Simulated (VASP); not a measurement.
# Al30Cu (a cell with a defect) in VASP: further runs, part 2 of 3

VASP 6.6.1. The steps go on from the part before.

## (3) Single point, PBEsol

Contents of INCAR:

```
SYSTEM = Al30Cu
  PREC = Accurate
  ENCUT = 520
  EDIFF = 1E-6
  ISMEAR = 0
  SIGMA = 0.05
  LREAL = Auto
  LASPH = .True.
  NELM = 60
  ALGO = Normal
  ISIF = 2
  LWAVE = .False.
  LCHARG = .False.
  GGA = PS
  NBANDS = 72
```

Contents of KPOINTS:

```
regular mesh
0
Gamma
  3 3 3
  0 0 0
```

Contents of POSCAR:

```
Al30Cu
1.0
    8.1000000000      0.0000000000      0.0000000000
    0.0000000000      8.1000000000      0.0000000000
    0.0000000000      0.0000000000      8.1000000000
Al Cu
30 1
Direct
    0.5026790123      0.0028846914      0.0003817284
    0.7555079012      0.0045006173      0.2368949383
    0.2495874074      0.2476925926      0.0003391358
    0.5019602469      0.4978911111      0.0006703704
    0.7527697531      0.7505551852      0.0004579012
    0.2483279012     -0.0002350617      0.2483249383
    0.5042300000      0.2505943210      0.2498676543
    0.7493806173      0.4959228395      0.2500149383
    0.5027529630      0.0000907407      0.5004625926
    0.7504823457      0.2500238272      0.5004288889
    0.7550892593      0.0043385185      0.7641996296
   -0.0030993827      0.4971783951      0.0004859259
    0.2485377778      0.7518745679      0.0003820988
   -0.0043676543      0.2447851852      0.2371404938
    0.2515648148      0.4989738272      0.2518020988
    0.5013996296      0.7485411111      0.2515574074
   -0.0005056790      0.0003591358      0.5003309877
    0.2506193827      0.2509890123      0.5006507407
    0.5009018519      0.4991164198      0.5003111111
    0.7492333333      0.7491876543      0.5004733333
    0.2483560494     -0.0003369136      0.7526656790
    0.5038261728      0.2507340741      0.7512080247
    0.7494096296      0.4962471605      0.7515492593
    0.0006182716      0.7514182716      0.2483440741
    0.0003879012      0.4972437037      0.5005417284
    0.2519408642      0.7486648148      0.5004260494
   -0.0042362963      0.2446629630      0.7637732099
    0.2516354321      0.4991886420      0.7492961728
    0.5013129630      0.7484317284      0.7493000000
    0.0006685185      0.7517944444      0.7524674074
    0.7427477778      0.2565649383      0.0006698765
```

Potentials or basis: VASP PAW PBE potentials, release 64 (Al, Cu).

The run is started by

```
> cat potpaw_PBE.64/Al/POTCAR potpaw_PBE.64/Cu/POTCAR > POTCAR
> mpirun -np 1 vasp_std > vasp.out
```

OUTCAR:

```text
SYSTEM = Al30Cu
   PREC = Accurate
   ENCUT = 520
   EDIFF = 1E-6
   ISMEAR = 0
   LREAL = Auto
   LASPH = .True.
   NELM = 60
   ISIF = 2
   GGA = PS

 ion  position               nearest neighbor table
   1  0.503  0.003  0.000-  11 2.80   2 2.80  31 2.83  22 2.85   7 2.85   3 2.85  21 2.88   6 2.88
                             5 2.88  13 2.89  16 2.90  29 2.90
   2  0.756  0.005  0.237-  14 2.75  31 2.80   1 2.80   5 2.81   7 2.85  24 2.86  17 2.91  10 2.92
                            16 2.92   9 2.96  20 2.97
   3  0.250  0.248  0.000-  27 2.81  14 2.81  21 2.84   6 2.84   1 2.85  12 2.88  28 2.88   4 2.88
                            15 2.88  22 2.88   7 2.89
   4  0.502  0.498  0.001-  31 2.76   7 2.84  23 2.84  22 2.84   8 2.85  15 2.87  16 2.87  28 2.87
                            29 2.87   3 2.88   5 2.88  13 2.91
   5  0.753  0.751  0.000-  11 2.81   2 2.81  24 2.84  30 2.84  12 2.85   1 2.88  16 2.88  29 2.88
                            23 2.88   4 2.88   8 2.89
   6  0.248  1.000  0.248-  13 2.84   3 2.84  24 2.84  14 2.85  17 2.87   1 2.88  26 2.88  18 2.88
                            16 2.89   9 2.90   7 2.90
   7  0.504  0.251  0.250-  31 2.79   8 2.81   4 2.84  10 2.85   1 2.85   2 2.85  19 2.86  15 2.87
                             9 2.87   3 2.89  18 2.89   6 2.90
   8  0.749  0.496  0.250-  31 2.80   7 2.81  10 2.84   4 2.85  12 2.85  14 2.85  19 2.86  16 2.87
                            25 2.87  20 2.89   5 2.89  24 2.90
   9  0.503  0.000  0.500-  20 2.85  10 2.85  16 2.87  29 2.87   7 2.87  22 2.87  26 2.88  18 2.88
[... 31 lines left out ...]
  25  0.000  0.497  0.501-  18 2.84  10 2.85  15 2.86  28 2.86   8 2.87  23 2.88  26 2.88  20 2.88
                            24 2.90  30 2.90  27 2.96  14 2.96
  26  0.252  0.749  0.500-  29 2.85  15 2.85  16 2.85  28 2.85  19 2.86   9 2.88  25 2.88   6 2.88
                            21 2.88  30 2.88  24 2.88  17 2.89
  27  0.996  0.245  0.764-  11 2.75  12 2.80  31 2.81   3 2.81  21 2.85  23 2.85  17 2.91  10 2.92
                            28 2.93  25 2.96  18 2.97
  28  0.252  0.499  0.749-  18 2.85  19 2.85  26 2.85  29 2.86  25 2.86  22 2.87   4 2.87   3 2.88
                            30 2.88  13 2.89  12 2.90  27 2.93
  29  0.501  0.748  0.749-  20 2.85  26 2.85  19 2.85  28 2.86  23 2.87   9 2.87   4 2.87   5 2.88
                            13 2.89  21 2.89   1 2.90  11 2.92
  30  0.001  0.752  0.752-  21 2.84  13 2.84   5 2.84  11 2.85  17 2.87  12 2.88  26 2.88  20 2.88
                            28 2.88  25 2.90  23 2.90
  31  0.743  0.257  0.001-   4 2.76   7 2.79  22 2.80   2 2.80   8 2.80  23 2.80  11 2.80  14 2.81
                            27 2.81   1 2.83  12 2.83

  LATTYP: Found a simple cubic cell.
 ALAT       =     8.1000000000

  Lattice vectors:

 A1 = (   8.1000000000,   0.0000000000,   0.0000000000)
 A2 = (   0.0000000000,   8.1000000000,   0.0000000000)
 A3 = (   0.0000000000,   0.0000000000,   8.1000000000)

Analysis of symmetry for initial positions (statically):
=====================================================================
 Subroutine PRICEL returns:
 Original cell was already a primitive cell.

 Routine SETGRP: Setting up the symmetry group for a
 simple cubic supercell.

 Subroutine GETGRP returns: Found  1 space group operations
 (whereof  1 operations were pure point group operations)
 out of a pool of 48 trial point group operations.

The static configuration has the point symmetry C_1 .

Analysis of symmetry for dynamics (positions and initial velocities):
=====================================================================
 Subroutine PRICEL returns:
 Original cell was already a primitive cell.

[... 138 lines left out ...]
   total plane-waves  NPLWV = 216000
   dimension x,y,z NGX =    60 NGY =   60 NGZ =   60
   dimension x,y,z NGXF=   120 NGYF=  120 NGZF=  120
   ions per type =              30   1
   NGX,Y,Z   is equivalent  to a cutoff of  12.31, 12.31, 12.31 a.u.
   NGXF,Y,Z  is equivalent  to a cutoff of  24.63, 24.63, 24.63 a.u.
 SYSTEM =  Al30Cu
   PREC   = accura    normal or accurate (medium, high low for compatibility)
   ISTART =      0    job   : 0-new  1-cont  2-samecut
   ICHARG =      2    charge: 1-file 2-atom 10-const
   ISPIN  =      1    spin polarized calculation?
   LNONCOLLINEAR =      F non collinear calculations
   LSORBIT =      F    spin-orbit coupling
   LASPH  =      T    aspherical Exc in radial PAW
   ENCUT  =  520.0 eV  38.22 Ry    6.18 a.u.  15.06 15.06 15.06*2*pi/ulx,y,z
   NELM   =     60;   NELMIN=  2; NELMDL= -5     # of ELM steps
   EDIFF  = 0.1E-05   stopping-criterion for ELM
   LREAL  =      T    real-space projection
   EDIFFG = 0.1E-04   stopping-criterion for IOM
   NSW    =      0    number of steps for IOM
   IBRION =     -1    ionic relax: 0-MD 1-quasi-New 2-CG
   NFREE  =      0    steps in history (QN), initial steepest desc. (CG)
   ISIF   =      2    stress and relaxation
   ISYM   =      2    0-nonsym 1-usesym 2-fastsym
   POTIM  = 0.5000    time-step for ionic-motion
   TEBEG  =    0.0;   TEEND  =   0.0 temperature during run
   PSTRESS=    0.0 pullay stress
   NELECT =     101.0000    total number of electrons
   NUPDOWN=      -1.0000    fix difference up-down
   EMIN   =  10.00;   EMAX   =-10.00  energy-range for DOS
   EFERMI =   0.00;   METHOD = LEGACY
   ISMEAR =     0;   SIGMA  =   0.05  broadening in eV -4-tet -1-fermi 0-gaus
   EFERMI_NEDOS =   21; number of points for ismear=-14 and -15
   IALGO  =     38    algorithm
   IMIX   =      4    mixing-type and parameters
     AMIX     =   0.40;   BMIX     =  1.00
     AMIX_MAG =   1.60;   BMIX_MAG =  1.00
  volume/ion in A,a.u.               =      17.14       115.69
  Fermi-wavevector in a.u.,A,eV,Ry     =   0.941233  1.778672 12.053656  0.885919
  Thomas-Fermi vector in A             =   2.068723
   LORBIT       =      0    0 simple, 1 ext, 2 COOP (PROOUT), +10 PAW based schemes
   GGA     = PS    functional components
   LHFCALC =     F    Hartree Fock is set to
   AEXX    =    0.0000 exact exchange contribution
   IVDW    =     0    specifies the selected vdW correction
   LEPSILON=     F    determine dielectric tensor
   LRPA    =     F    only Hartree local field effects (RPA)
 non-spin polarized calculation
 Gauss-broadening in eV      SIGMA  =   0.05
  energy-cutoff  :      520.00
  volume of cell :      531.44
 maximum number of plane-waves:     14358
   NGX = 31   NGY = 31   NGZ = 31

 number of electron     100.9999993 magnetization

 Free energy of the ion-electron system (eV)
  ---------------------------------------------------
  ext. energy  EPLUGINS =         0.00000000
  ---------------------------------------------------
  free energy    TOTEN  =      -126.41809983 eV

  energy without entropy =     -126.40461320  energy(sigma->0) =     -126.41135651

 E-fermi :   7.2450     XC(G=0): -10.1199

 val. band max:        7.2441976928   @ k =   0.0000   0.3333   0.0000
 cond. band min:       7.3179998030   @ k =   0.3333   0.0000   0.3333
 fundamental gap:      0.0738021102
 Fermi energy:         7.2449539382

 k-point     1 :       0.0000    0.0000    0.0000
  band No.  band energies     occupation
      1      -3.4334      2.00000
      2      -1.2988      2.00000
      3      -1.2851      2.00000
      4      -1.2546      2.00000
      5      -1.2466      2.00000
      6      -1.1630      2.00000
[... 899 lines left out ...]
     61       9.1779      0.00000
     62       9.2403      0.00000
 [bands above 62 left out]

------------------------ aborting loop because EDIFF is reached ----------------------------------------

  FORCE on cell =-STRESS in cart. coord.  units (eV):
  Direction    XX          YY          ZZ          XY          YZ          ZX
  --------------------------------------------------------------------------------------
  -------------------------------------------------------------------------------------
  Total      -12.4971238    -12.4896940    -11.8436942      0.3308634     -0.0033373      0.0046604
  in kB      -37.6760701    -37.6536709    -35.7061243      0.9974802     -0.0100611      0.0140501
  external PRESSURE =     -37.0119551 kB  Pullay stress =       0.0000000 kB

 VOLUME and BASIS-vectors are now :
 -----------------------------------------------------------------------------
  energy-cutoff  :      520.00
  volume of cell :      531.44
      direct lattice vectors                 reciprocal lattice vectors
     8.100000000  0.000000000  0.000000000     0.123456790  0.000000000  0.000000000
     0.000000000  8.100000000  0.000000000     0.000000000  0.123456790  0.000000000
     0.000000000  0.000000000  8.100000000     0.000000000  0.000000000  0.123456790

 POSITION                                       TOTAL-FORCE (eV/Angst)
 -----------------------------------------------------------------------------------
      4.07170      0.02337      0.00309        -0.005034      0.016542      0.005125
      6.11961      0.03646      1.91885        -0.000335     -0.009076      0.007941
      2.02166      2.00631      0.00275        -0.008281     -0.018234      0.006657
      4.06588      4.03292      0.00543        -0.000452      0.008965     -0.000899
      6.09744      6.07950      0.00371         0.015720      0.000786      0.003858
      2.01146      8.09810      2.01143        -0.008501     -0.012039     -0.005621
[... 23 lines left out ...]
      0.00541      6.08953      6.09499         0.006156      0.009454      0.005576
      6.01626      2.07818      0.00543        -0.001648      0.006829     -0.002345
 -----------------------------------------------------------------------------------
    total drift:                                0.032229     -0.027940      0.023923

  FREE ENERGIE OF THE ION-ELECTRON SYSTEM (eV)
  ---------------------------------------------------
  free  energy   TOTEN  =      -126.4180998261 eV

  energy  without entropy=     -126.4046132004  energy(sigma->0) =     -126.41135651
```

It took 14 min on 1 thread of Intel Xeon 6975P-C (Granite Rapids), shared host; peak memory 0.65 GiB.

What came out:

```yaml
Free_energy: -126.4181 eV
Pressure: -3.7 GPa
Largest_force: 0.033 eV/Å
Band_gap_on_the_k_mesh: zero (an odd number of electrons rules out a gap without spin polarisation)
```

Forces on the atoms (eV/Å):
```
Al  -0.005  0.017  0.005
Al   0.000 -0.009  0.008
Al  -0.008 -0.018  0.007
Al   0.000  0.009 -0.001
Al   0.016  0.001  0.004
Al  -0.009 -0.012 -0.006
Al  -0.003  0.012  0.006
Al  -0.010 -0.002  0.000
Al   0.007  0.000  0.000
Al  -0.013  0.003  0.016
Al   0.012  0.008 -0.019
Al  -0.006  0.004 -0.002
Al  -0.018  0.005  0.006
Al   0.008  0.000  0.001
Al   0.003 -0.001  0.003
Al  -0.004  0.002  0.009
Al   0.000  0.000  0.005
Al   0.018 -0.002 -0.003
Al   0.018 -0.016  0.012
Al  -0.003 -0.010  0.004
Al  -0.009 -0.009 -0.001
Al   0.019  0.015 -0.014
Al  -0.013 -0.022 -0.021
Al   0.009  0.016 -0.004
Al  -0.008  0.006  0.002
Al   0.001 -0.006  0.000
Al  -0.008  0.000 -0.003
Al   0.003 -0.003 -0.007
Al  -0.001 -0.001 -0.010
Al   0.006  0.009  0.006
Cu  -0.002  0.007 -0.002
```

Levels at points of the mesh, in eV from the Fermi level:
```csv
k point,band 48,band 49,band 50,band 51,band 52,band 53,band 54,band 55
"(0.00, 0.00, 0.00)",-0.11,-0.08,-0.01,0.61,0.63,0.66,0.69,0.84
```

Caveat: the PAW data sets were made with another functional, which shifts forces and pressure a little.

(Continued in part 3 of 3.)
